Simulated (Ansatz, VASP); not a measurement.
**Two plane-wave programs on SbP**

```
Sb P
1.0
     0.00000    2.81773    2.81773
     2.81773    0.00000    2.81773
     2.81773    2.81773    0.00000
Sb P
1 1
Direct
  0.00000 0.00000 0.00000
  0.50000 0.50000 0.50000
```

Alike in both runs: task electric field gradients; functional PBE; k mesh 11 × 11 × 11; occupations fermi-dirac, width 0.05 eV; no spin polarisation.

```csv
,VASP,Ansatz
version,VASP 6.6.1,Ansatz 0.2.0
potentials or method,"VASP PAW PBE potentials, release 64 (Sb, P)","PAW with Ansatz's default frozen-core files, scalar-relativistic"
plane-wave cutoff (eV),520,420
valence electrons in the cell,10,20
```

VASP gave:

```
pressure (GPa) : -0.1
```

Problem. Estimate Ansatz's values.

Solution. Pressure (GPa): 0.0.

VASP's potentials hold 10 valence electrons a cell and Ansatz's 20, so a difference there can come from the potentials and not from the codes.

Neither program's run includes spin-orbit coupling.
